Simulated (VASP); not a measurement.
Co:

```
CELL_PARAMETERS angstrom
2.49371 0.00000 0.00000
-1.24686 2.15962 0.00000
0.00000 0.00000 4.03009
ATOMIC_POSITIONS crystal
Co 0.33333 0.66667 0.25000
Co 0.66667 0.33333 0.75000
```

Base run:

* Program: VASP 6.6.1
* Functional: PBE
* Potentials or basis: VASP PAW PBE potentials, release 64 (Co)
* Cutoff: 520 eV
* k mesh: 20 × 20 × 12
* Occupations: gaussian, width 0.05 eV
* Spin: collinear spin, ferromagnetic start
* Starting moments: [1.5, 1.5] μB

Its results: pressure -0.8 GPa.

Problem. The run is repeated on the same cell with these changes: spin from collinear spin, ferromagnetic start to no spin polarisation; further incar settings from ALGO = Normal; EDIFF = 1e-06; NBANDS = 20 to ALGO = Normal; EDIFF = 1e-06; NBANDS = 16. What comes out?

Solution. Pressure -11.8 GPa.

Caveats: the cell stands under tension (at least some runs).
